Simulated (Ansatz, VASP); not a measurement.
One calculation of BaTiO3, two programs

INCAR

```
PREC     = Accurate       # precision mode
ENCUT    = 520            # plane-wave cutoff, eV
EDIFF    = 1E-6           # SCF threshold, eV
ISMEAR   = -1             # smearing method
SIGMA    = 0.05           # smearing width, eV
LREAL    = False          # projectors in reciprocal space
LASPH    = True           # aspherical terms in the spheres
NELM     = 80             # most SCF steps
ALGO     = Normal         # electronic algorithm
ISIF     = 2              # what is computed and relaxed
LWAVE    = False          # write WAVECAR
LCHARG   = False          # write CHGCAR
GGA      = CA             # functional
NBANDS   = 28             # bands
```

File KPOINTS:

```
regular mesh
0
Gamma
  9 9 9
```

Contents of POSCAR:

```
BaTiO3
1.0
    2.8276681575      1.6325549719      2.2945542919
   -2.8276681575      1.6325549719      2.2945542919
    0.0000000000     -3.2651099438      2.2945542919
Ba Ti O
1 1 3
Direct
    0.0000000000      0.0000000000      0.0000000000
    0.5140000000      0.5140000000      0.5140000000
    0.4916000000      0.4916000000      0.9815000000
    0.4916000000      0.9815000000      0.4916000000
    0.9815000000      0.4916000000      0.4916000000
```

Input for Ansatz:

```yaml
crystal:
  lattice:
    - [2.8276681575, 1.6325549719, 2.2945542919]
    - [-2.8276681575, 1.6325549719, 2.2945542919]
    - [0.0, -3.2651099438, 2.2945542919]
  atoms:
    - { symbol: Ba, position: [0.0, 0.0, 0.0] }
    - { symbol: Ti, position: [0.514, 0.514, 0.514] }
    - { symbol: O, position: [0.4916, 0.4916, 0.9815] }
    - { symbol: O, position: [0.4916, 0.9815, 0.4916] }
    - { symbol: O, position: [0.9815, 0.4916, 0.4916] }
kpoints:
  mp_grid: { grid: [9, 9, 9] }
  band_path:
    path:
      - [0.0, 0.0, 0.0]
      - [0.5, 0.0, 0.0]
      - [0.5, -0.5, 0.5]
      - [0.4959045478, -0.5040954522, 0.4959045478]
      - [0.4959045478, 0.4959045478, 0.4959045478]
      - [0.0, 0.0, 0.0]
      - [0.5, -0.5, 0.0]
    npoints: 5
scf:
  occupations: { method: fermi_dirac, width: 0.05 }
hamiltonian:
  xc: lda
  pseudopotentials: { kind: all_electron, lapw: { basis_error: 0.001 } }
output:
  forces: true
  stress: true
  eigenvalues: true
```

Change from the starting cell: zz strain of -1 %.

Alike in both runs: task single point; functional LDA; k mesh 9 × 9 × 9; occupations fermi-dirac, width 0.05 eV; no spin polarisation.

|  | VASP | Ansatz |
| --- | --- | --- |
| version | VASP 6.6.1 | Ansatz 0.2.0 |
| potentials or method | VASP PAW LDA potentials, release 64 (Ba_sv, Ti_sv, O), cutoff 520 eV | all-electron LAPW, scalar-relativistic |

VASP gave:

- gap on the k mesh at the Fermi level (eV): 2.32
- pressure (GPa): -2.2
- traceless stress, the component that is largest in VASP (GPa): 1.36
- rms of the force components (eV/Å): 0.081

Q: Estimate Ansatz's values.

A: gap on the k mesh at the Fermi level (eV): 2.37; pressure (GPa): -4.4; traceless stress, the component that is largest in VASP (GPa): 1.38; rms of the force components (eV/Å): 0.057.

LDA's correlation is that of Perdew and Zunger in VASP and of Perdew and Wang (1992) in Ansatz. Atom by atom the forces differ by 0.039 eV/Å (rms over components). Ansatz ran all-electron here, and VASP with PAW potentials.

Neither program's run includes spin-orbit coupling.
